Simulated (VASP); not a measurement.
Crystal: BiSb3O2.

```
Sb Bi O
1.0
     6.04831    0.00000    0.00000
    -3.02415    5.23799    0.00000
     0.00000    0.00000    4.46717
Sb Bi O
3 1 2
Cartesian
  -1.5121 2.6190 4.4449
  3.0242 0.0000 4.4449
  1.5121 2.6190 4.4449
  0.0000 0.0000 0.8605
  3.0242 1.7460 2.2164
  0.0000 3.4920 2.2164
```

The cell was built from a structure type or drawn by symmetry, and may not be a known phase.

- Program: VASP 6.6.1
- Task: relaxation of cell and atoms
- Functional: PBE
- Potentials or basis: VASP PAW PBE potentials, release 64 (Sb, Bi_d, O)
- Cutoff: 600 eV
- k mesh: 3 × 3 × 4
- Occupations: gaussian, width 0.1 eV
- Spin: no spin polarisation

At the start: pressure -2.5 GPa; volume 23.59 Å³/atom.

Problem. How do energy, volume and symmetry change on relaxing?

Solution. Over 43 steps the energy falls by 546.2 meV/atom and the volume is 24.38 Å³/atom (+3.4 %); space group P6mm (No. 183, to 0.1 Å) before and after.

The path:
```tsv
step	energy change (eV)	largest force (eV/Å)	pressure (GPa)	volume (Å³)
1	0.0000	0.8921	-2.53	141.52
3	-2.0540	0.1883	1.28	127.47
5	-2.1127	0.0790	4.18	123.18
7	-2.1594	0.1441	-2.24	132.95
9	-2.1876	0.0511	-0.09	129.19
11	-2.1891	0.0531	0.15	128.89
13	-2.1907	0.0793	-0.37	129.89
15	-2.1920	0.0890	-0.38	129.97
17	-2.1998	0.1354	-0.38	130.31
19	-2.2959	0.4442	-0.16	131.68
21	-3.0900	0.2185	3.72	136.94
23	-3.1199	0.3498	4.77	137.91
25	-3.1205	0.3610	4.79	137.97
27	-3.1222	0.4058	4.89	138.25
29	-3.1224	0.4271	4.90	138.38
31	-3.1270	0.4207	4.85	138.51
33	-3.1467	0.3933	4.48	139.07
35	-3.2109	0.2883	3.08	141.33
37	-3.2528	0.0491	-1.57	150.55
39	-3.2751	0.0667	0.07	146.93
41	-3.2756	0.0600	0.08	146.81
43	-3.2772	0.0391	0.10	146.29
```

Final structure:
```
CELL_PARAMETERS angstrom
7.14718 0.00000 0.00000
-3.57359 6.18964 0.00000
0.00000 0.00000 3.30674
ATOMIC_POSITIONS crystal
Sb 0.00000 0.50000 0.90939
Sb 0.50000 0.00000 0.90939
Sb 0.50000 0.50000 0.90939
Bi 0.00000 0.00000 0.96560
O 0.66667 0.33333 0.73812
O 0.33333 0.66667 0.73812
```

Caveat: the k points lie up to 0.48 Å⁻¹ apart in the final cell, too coarse for converged energies and pressures of a metal; a cell axis changed by over 15 % at a fixed basis, so the end point is rough.
